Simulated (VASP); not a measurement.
# CaSnCl6 in VASP: notebook

Aim: see how the results for CaSnCl6 move with the level of theory and the settings. Levels: PBEsol, r2SCAN+rVV10. Tasks: single point.

Everything below comes from runs of VASP 6.6.1. Logs are shortened: lines on timing, memory, paths and dates and some standing lists are left out, and cuts for length are marked.

### 1 The cell of the first run

The typed cell holds 8 atoms: a = 5.422 Å, b = 5.422 Å, c = 9.847 Å, α = 90.00°, β = 90.00°, γ = 88.85°.

### 2 Single point, PBEsol

Input file INCAR:

```
PREC = Accurate ; ENCUT = 520
EDIFF = 1E-7 ; ISMEAR = -1
SIGMA = 0.03 ; LREAL = False
LASPH = True ; NELM = 80
ALGO = Normal ; ISIF = 2
LWAVE = False ; LCHARG = True
GGA = PS ; LELF = True
LVHAR = True ; NBANDS = 43
```

Input file KPOINTS:

```
Automatic mesh
0
Gamma
  4 4 2
```

Input file POSCAR:

```
CaSnCl6
1.0
    3.8720164454     -3.7950223454      0.0001433420
    3.8720164454      3.7950223454      0.0001433420
   -0.0011168383      0.0000000000      9.8471155428
Ca Sn Cl
1 1 6
Direct
    1.0772501592      1.0772501592      0.7417180827
    0.0411037809      0.0411037809      0.2417332539
    0.4569300337     -0.0515951020      0.2417922965
   -0.0515951020      0.4569300337      0.2417922965
    0.5744560057      1.0726561119      0.7417364980
    1.0726561119      0.5744560057      0.7417364980
   -0.0853758803     -0.0853758803      0.4563067228
   -0.0854241190     -0.0854241190      1.0271853315
```

Potentials or basis: VASP PAW PBE potentials, release 64 (Ca_sv, Sn_d, Cl).

Started as:

```bash
> cat potpaw_PBE.64/Ca_sv/POTCAR potpaw_PBE.64/Sn_d/POTCAR potpaw_PBE.64/Cl/POTCAR > POTCAR
> mpirun -np 1 vasp_std > vasp.out
```

OUTCAR:

```text
PREC = Accurate
   ENCUT = 520
   EDIFF = 1E-7
   ISMEAR = -1
   LREAL = False
   LASPH = True
   NELM = 80
   ISIF = 2
   GGA = PS

 ion  position               nearest neighbor table
   1  0.077  0.077  0.742-   5 2.70   6 2.70   6 2.73   5 2.73
   2  0.041  0.041  0.242-   3 2.30   4 2.30   8 2.33   7 2.33
   3  0.457  0.948  0.242-   2 2.30
   4  0.948  0.457  0.242-   2 2.30
   5  0.574  0.073  0.742-   1 2.70   1 2.73
   6  0.073  0.574  0.742-   1 2.70   1 2.73
   7  0.915  0.915  0.456-   2 2.33
   8  0.915  0.915  0.027-   2 2.33

  LATTYP: Found a base centered monoclinic cell.
 ALAT       =     7.7440328961
 B/A-ratio  =     0.9801152439
 C/A-ratio  =     1.2715746095
 COS(beta)  =    -0.0000763978

  Lattice vectors:

 A1 = (   3.8720164454,  -3.7950223454,   0.0001433420)
 A2 = (   3.8720164454,   3.7950223454,   0.0001433420)
 A3 = (  -0.0011168383,   0.0000000000,   9.8471155428)

Analysis of symmetry for initial positions (statically):
=====================================================================
 Subroutine PRICEL returns:
 Original cell was already a primitive cell.

 Routine SETGRP: Setting up the symmetry group for a
 base centered monoclinic supercell.

 Subroutine GETGRP returns: Found  2 space group operations
 (whereof  2 operations were pure point group operations)
 out of a pool of  4 trial point group operations.

The static configuration has the point symmetry C_1h.

Analysis of symmetry for dynamics (positions and initial velocities):
=====================================================================
 Subroutine PRICEL returns:
 Original cell was already a primitive cell.

 Routine SETGRP: Setting up the symmetry group for a
 base centered monoclinic supercell.

 Subroutine GETGRP returns: Found  2 space group operations
 (whereof  2 operations were pure point group operations)
 out of a pool of  4 trial point group operations.

The dynamic configuration has the point symmetry C_1h.

 Subroutine INISYM returns: Found  2 space group operations
 (whereof  2 operations are pure point group operations),
 and found     1 'primitive' translations

----------------------------------------------------------------------------------------

                                     Primitive cell

  volume of cell :     289.3947

  direct lattice vectors                    reciprocal lattice vectors
     3.872016445 -3.795022345  0.000143342     0.129131682 -0.131751530  0.000014646
     3.872016445  3.795022345  0.000143342     0.129131682  0.131751530  0.000014646
    -0.001116838  0.000000000  9.847115543    -0.000003759  0.000000000  0.101552581

  length of vectors
     5.421688480  5.421688480  9.847115606     0.184481591  0.184481591  0.101552581

  position of ions in fractional coordinates (direct lattice)
     0.077250159  0.077250159  0.741718083
     0.041103781  0.041103781  0.241733254
     0.456930034  0.948404898  0.241792297
     0.948404898  0.456930034  0.241792297
     0.574456006  0.072656112  0.741736498
     0.072656112  0.574456006  0.741736498
     0.914624120  0.914624120  0.456306723
     0.914575881  0.914575881  0.027185332

  ion indices of the primitive-cell ions
   primitive index   ion index
                 1           1
                 2           2
                 3           3
                 4           4
                 5           5
                 6           6
                 7           7
                 8           8

----------------------------------------------------------------------------------------

 KPOINTS: Automatic mesh

Automatic generation of k-mesh.
 Grid dimensions read from file:
 generate k-points for:    4    4    2

 Generating k-lattice:

  Cartesian coordinates                     Fractional coordinates (reciprocal lattice)
     0.032282921 -0.032937882  0.000003661     0.250000000  0.000000000  0.000000000
     0.032282921  0.032937882  0.000003661     0.000000000  0.250000000  0.000000000
    -0.000001880  0.000000000  0.050776290     0.000000000  0.000000000  0.500000000

  Length of vectors
     0.046120398  0.046120398  0.050776290

  Shift w.r.t. Gamma in fractional coordinates (k-lattice)
     0.000000000  0.000000000  0.000000000

 Subroutine IBZKPT returns following result:
 ===========================================

 Found     14 irreducible k-points:

 Following reciprocal coordinates:
            Coordinates               Weight
  0.000000  0.000000  0.000000      1.000000
  0.250000  0.000000 -0.000000      4.000000
  0.500000  0.000000 -0.000000      2.000000
  0.250000  0.250000 -0.000000      2.000000
  0.500000  0.250000 -0.000000      4.000000
 -0.250000  0.250000  0.000000      2.000000
  0.500000  0.500000 -0.000000      1.000000
  0.000000  0.000000  0.500000      1.000000
  0.250000 -0.000000  0.500000      4.000000
  0.500000 -0.000000  0.500000      2.000000
  0.250000  0.250000  0.500000      2.000000
  0.500000  0.250000  0.500000      4.000000
 -0.250000  0.250000  0.500000      2.000000
  0.500000  0.500000  0.500000      1.000000
   k-points           NKPTS =     14   k-points in BZ     NKDIM =     14   number of bands    NBANDS=     43
   number of dos      NEDOS =    301   number of ions     NIONS =      8
   total plane-waves  NPLWV = 128000
   dimension x,y,z NGX =    40 NGY =   40 NGZ =   80
   dimension x,y,z NGXF=    80 NGYF=   80 NGZF=  160
   ions per type =               1   1   6
   NGX,Y,Z   is equivalent  to a cutoff of  12.27, 12.27, 13.51 a.u.
   NGXF,Y,Z  is equivalent  to a cutoff of  24.53, 24.53, 27.01 a.u.
 SYSTEM =  unknown system
   PREC   = accura    normal or accurate (medium, high low for compatibility)
   ISTART =      0    job   : 0-new  1-cont  2-samecut
   ICHARG =      2    charge: 1-file 2-atom 10-const
   ISPIN  =      1    spin polarized calculation?
   LNONCOLLINEAR =      F non collinear calculations
   LSORBIT =      F    spin-orbit coupling
   LASPH  =      T    aspherical Exc in radial PAW
   ENCUT  =  520.0 eV  38.22 Ry    6.18 a.u.  10.08 10.08 18.31*2*pi/ulx,y,z
   NELM   =     80;   NELMIN=  2; NELMDL= -5     # of ELM steps
   EDIFF  = 0.1E-06   stopping-criterion for ELM
   LREAL  =      F    real-space projection
   EDIFFG = 0.1E-05   stopping-criterion for IOM
   NSW    =      0    number of steps for IOM
   IBRION =     -1    ionic relax: 0-MD 1-quasi-New 2-CG
   NFREE  =      0    steps in history (QN), initial steepest desc. (CG)
   ISIF   =      2    stress and relaxation
   ISYM   =      2    0-nonsym 1-usesym 2-fastsym
   POTIM  = 0.5000    time-step for ionic-motion
   TEBEG  =    0.0;   TEEND  =   0.0 temperature during run
   PSTRESS=    0.0 pullay stress
   NELECT =      66.0000    total number of electrons
   NUPDOWN=      -1.0000    fix difference up-down
   EMIN   =  10.00;   EMAX   =-10.00  energy-range for DOS
   EFERMI =   0.00;   METHOD = LEGACY
   ISMEAR =    -1;   SIGMA  =   0.03  broadening in eV -4-tet -1-fermi 0-gaus
   EFERMI_NEDOS =   21; number of points for ismear=-14 and -15
   IALGO  =     38    algorithm
   IMIX   =      4    mixing-type and parameters
     AMIX     =   0.40;   BMIX     =  1.00
     AMIX_MAG =   1.60;   BMIX_MAG =  1.00
  volume/ion in A,a.u.               =      36.17       244.12
  Fermi-wavevector in a.u.,A,eV,Ry     =   1.000213  1.890129 13.611631  1.000427
  Thomas-Fermi vector in A             =   2.132555
   LORBIT       =      0    0 simple, 1 ext, 2 COOP (PROOUT), +10 PAW based schemes
   GGA     = PS    functional components
   LHFCALC =     F    Hartree Fock is set to
   AEXX    =    0.0000 exact exchange contribution
   IVDW    =     0    specifies the selected vdW correction
   LEPSILON=     F    determine dielectric tensor
   LRPA    =     F    only Hartree local field effects (RPA)
 non-spin polarized calculation
  energy-cutoff  :      520.00
  volume of cell :      289.39
 maximum number of plane-waves:      7824
   NGX = 21   NGY = 21   NGZ = 37

 number of electron      66.0000005 magnetization

 Free energy of the ion-electron system (eV)
  ---------------------------------------------------
  ext. energy  EPLUGINS =         0.00000000
  ---------------------------------------------------
  free energy    TOTEN  =       -28.61122893 eV

  energy without entropy =      -28.61122375  energy(sigma->0) =      -28.61122634

 E-fermi :  -0.1855     XC(G=0):  -6.9272

 val. band max:       -0.4737251409   @ k =   0.5000   0.5000   0.5000
 cond. band min:       0.0828292840   @ k =   0.0000   0.0000   0.0000
 fundamental gap:      0.5565544249
 Fermi energy:        -0.1855108331

 k-point     1 :       0.0000    0.0000    0.0000
  band No.  band energies     occupation
      1     -39.7943      2.00000
      2     -22.9619      2.00000
      3     -22.9318      2.00000
      4     -22.8700      2.00000
      5     -22.8170      2.00000
      6     -22.7225      2.00000
[... 35 lines left out ...]
     42       5.4755      0.00000
     43       5.8054      0.00000

 k-point     2 :       0.2500    0.0000   -0.0000
  band No.  band energies     occupation
      1     -39.7942      2.00000
      2     -22.9590      2.00000
      3     -22.9311      2.00000
      4     -22.8701      2.00000
      5     -22.8174      2.00000
      6     -22.7226      2.00000
[... 35 lines left out ...]
     42       5.5245      0.00000
     43       5.8298      0.00000

 k-point     3 :       0.5000    0.0000   -0.0000
  band No.  band energies     occupation
      1     -39.7941      2.00000
      2     -22.9561      2.00000
      3     -22.9302      2.00000
      4     -22.8702      2.00000
      5     -22.8177      2.00000
      6     -22.7226      2.00000
[... 35 lines left out ...]
     42       5.6081      0.00000
     43       6.2016      0.00000

 k-point     4 :       0.2500    0.2500   -0.0000
  band No.  band energies     occupation
      1     -39.7941      2.00000
      2     -22.9557      2.00000
      3     -22.9306      2.00000
      4     -22.8702      2.00000
      5     -22.8177      2.00000
      6     -22.7226      2.00000
[... 403 lines left out ...]
     42       6.2922      0.00000
     43       6.3621      0.00000

 k-point    13 :      -0.2500    0.2500    0.5000
  band No.  band energies     occupation
      1     -39.7941      2.00000
      2     -22.9558      2.00000
      3     -22.9305      2.00000
      4     -22.8702      2.00000
      5     -22.8177      2.00000
      6     -22.7226      2.00000
[... 35 lines left out ...]
     42       5.9741      0.00000
     43       6.3177      0.00000

 k-point    14 :       0.5000    0.5000    0.5000
  band No.  band energies     occupation
      1     -39.7940      2.00000
      2     -22.9494      2.00000
      3     -22.9295      2.00000
      4     -22.8705      2.00000
      5     -22.8183      2.00000
      6     -22.7228      2.00000
[... 35 lines left out ...]
     42       6.1042      0.00000
     43       6.5389      0.00000

------------------------ aborting loop because EDIFF is reached ----------------------------------------

  FORCE on cell =-STRESS in cart. coord.  units (eV):
  Direction    XX          YY          ZZ          XY          YZ          ZX
  --------------------------------------------------------------------------------------
  -------------------------------------------------------------------------------------
  Total       -0.0448690     -0.0897576     -0.1519903      0.0000000      0.0000000      0.0007899
  in kB       -0.2484084     -0.4969255     -0.8414647      0.0000000      0.0000000      0.0043732
  external PRESSURE =      -0.5289329 kB  Pullay stress =       0.0000000 kB

 VOLUME and BASIS-vectors are now :
 -----------------------------------------------------------------------------
  energy-cutoff  :      520.00
  volume of cell :      289.39
      direct lattice vectors                 reciprocal lattice vectors
     3.872016445 -3.795022345  0.000143342     0.129131682 -0.131751530  0.000014646
     3.872016445  3.795022345  0.000143342     0.129131682  0.131751530  0.000014646
    -0.001116838  0.000000000  9.847115543    -0.000003759  0.000000000  0.101552581

 POSITION                                       TOTAL-FORCE (eV/Angst)
 -----------------------------------------------------------------------------------
      0.59740      0.00000      7.30381        -0.001339      0.000000      0.000219
      0.31804      0.00000      2.38039         0.021283      0.000000      0.001289
      5.44121      1.86516      2.38116        -0.018923      0.027305     -0.000302
      5.44121     -1.86516      2.38116        -0.018923     -0.027305     -0.000302
      2.50480     -1.90434      7.30406         0.001752     -0.001485      0.000122
      2.50480      1.90434      7.30406         0.001752      0.001485      0.000122
      7.08237      0.00000      4.49357         0.007162      0.000000     -0.027103
      7.08248      0.00000      0.26796         0.007238      0.000000      0.025956
 -----------------------------------------------------------------------------------
    total drift:                               -0.000639     -0.000000     -0.000763

  FREE ENERGIE OF THE ION-ELECTRON SYSTEM (eV)
  ---------------------------------------------------
  free  energy   TOTEN  =       -28.6112289261 eV

  energy  without entropy=      -28.6112237503  energy(sigma->0) =      -28.61122634
```

It took 6.7 min on 1 thread of AMD EPYC 7R13, shared host; peak memory 0.41 GiB.

Results:

```yaml
Free_energy: -28.6112 eV
Pressure: -0.1 GPa
Largest_force: 0.033 eV/Å
Band_gap_on_the_k_mesh: 0.56 eV (least direct gap 0.93 eV)
```

Forces in eV/Å, atoms in the order of the input:
```
Ca  -0.001  0.000  0.000
Sn   0.021  0.000  0.001
Cl  -0.019  0.027  0.000
Cl  -0.019 -0.027  0.000
Cl   0.002 -0.001  0.000
Cl   0.002  0.001  0.000
Cl   0.007  0.000 -0.027
Cl   0.007  0.000  0.026
```

Levels at points of the mesh, in eV from the valence-band top:
```csv
k point,band 30,band 31,band 32,band 33,band 34,band 35,band 36,band 37
"(0.00, 0.00, 0.00)",-0.94,-0.61,-0.46,-0.37,0.56,4.10,4.80,4.94
"(0.50, 0.00, 0.00)",-0.85,-0.80,-0.78,-0.76,1.33,3.64,4.98,5.14
"(0.50, 0.50, 0.00)",-1.53,-0.90,-0.80,0.00,1.84,3.21,3.61,4.99
"(0.00, 0.00, 0.50)",-1.16,-0.59,-0.46,-0.38,0.67,4.00,4.86,4.90
"(0.50, 0.00, 0.50)",-0.94,-0.81,-0.79,-0.75,1.37,3.66,5.04,5.13
"(0.50, 0.50, 0.50)",-1.51,-0.92,-0.86,0.00,1.85,3.28,3.65,4.92
```

Caveat: semilocal functionals underestimate gaps, and a narrow one can read as zero; the PAW data sets were made with another functional, which shifts forces and pressure a little; spin-orbit coupling is left out, which moves the levels of the heavy elements. A k mesh can miss the band edges.

### 3 Single point, r2SCAN+rVV10

This run uses another cell than the first one, of 36.42 Å³/atom.

Input file POSCAR:

```
CaSnCl6
1.0
    3.8807039171     -3.8511196303      0.0002739550
    3.8807039171      3.8511196303      0.0002739550
   -0.0007835278      0.0000000000      9.7485781215
Ca Sn Cl
1 1 6
Direct
    1.0656502727      1.0656502727      0.7417500294
    0.0525024566      0.0525024566      0.2417516422
    0.4611688814     -0.0400677404      0.2417508719
   -0.0400677404      0.4611688814      0.2417508719
    0.5602997044      1.0604160476      0.7417468725
    1.0604160476      0.5602997044      0.7417468725
   -0.0799815535     -0.0799815535      0.4548483856
   -0.0799870787     -0.0799870787      1.0286554339
```

Input file INCAR.step1:

```
PREC = Accurate ; ENCUT = 520
ISMEAR = -1 ; SIGMA = 0.03
LREAL = False ; LASPH = True
NELM = 80 ; NBANDS = 43
GGA = PE ; ALGO = Normal
EDIFF = 1E-4 ; LWAVE = True
LCHARG = False
```

Input file INCAR.step2:

```
PREC = Accurate ; ENCUT = 520
EDIFF = 1E-6 ; ISMEAR = -1
SIGMA = 0.03 ; LREAL = False
LASPH = True ; NELM = 80
ALGO = Normal ; ISIF = 2
LWAVE = False ; LCHARG = True
METAGGA = R2SCAN ; LMIXTAU = True
LUSE_VDW = True ; IVDW_NL = 2
BPARAM = 11.95 ; CPARAM = 0.0093
LELF = True ; LVHAR = True
NBANDS = 43 ; ISTART = 1
```

Input file KPOINTS:

```
regular mesh
0
Gamma
  4 4 2
```

Potentials or basis: VASP PAW PBE potentials, release 64 (Ca_sv, Sn_d, Cl).

Started as:

```bash
> cat potpaw_PBE.64/Ca_sv/POTCAR potpaw_PBE.64/Sn_d/POTCAR potpaw_PBE.64/Cl/POTCAR > POTCAR
> cp INCAR.step1 INCAR
> mpirun -np 1 vasp_std > vasp.out
> cp INCAR.step2 INCAR
> mpirun -np 1 vasp_std > vasp.out
```

Run time: 38 min. Hardware: 1 thread of AMD EPYC 7R13, shared host; peak memory 1 GiB.

It converged, with:

| Item | Value |
| --- | --- |
| Free energy | -77.9626 eV |
| Pressure | 0.0 GPa |
| Largest force | 0.027 eV/Å |
| Band gap on the k mesh | 0.97 eV (least direct gap 1.37 eV) |

Forces on the atoms (eV/Å):
```
Ca  -0.012  0.000 -0.001
Sn   0.027  0.000  0.000
Cl  -0.010  0.021  0.001
Cl  -0.010 -0.021  0.001
Cl   0.003 -0.003  0.000
Cl   0.003  0.003  0.000
Cl   0.000  0.000 -0.017
Cl   0.000  0.000  0.017
```

Levels at points of the mesh, in eV from the valence-band top:
```
           k point  band 31  band 32  band 33  band 34  band 35  band 36
(0.00, 0.00, 0.00)    -0.62    -0.43    -0.40     0.97     4.39     5.31
(0.50, 0.00, 0.00)    -0.78    -0.76    -0.73     1.69     4.13     5.51
(0.00, 0.50, 0.00)    -0.78    -0.76    -0.73     1.69     4.13     5.51
(0.50, 0.50, 0.00)    -0.88    -0.82     0.00     2.17     3.73     4.16
(0.00, 0.00, 0.50)    -0.61    -0.43    -0.40     1.05     4.30     5.31
(0.50, 0.00, 0.50)    -0.82    -0.75    -0.72     1.72     4.15     5.53
(0.00, 0.50, 0.50)    -0.82    -0.75    -0.72     1.72     4.15     5.53
(0.50, 0.50, 0.50)    -0.91    -0.86     0.00     2.18     3.81     4.20
```

Caveat: the PAW data sets were made with another functional, which shifts forces and pressure a little; spin-orbit coupling is left out, which moves the levels of the heavy elements. A k mesh can miss the band edges.
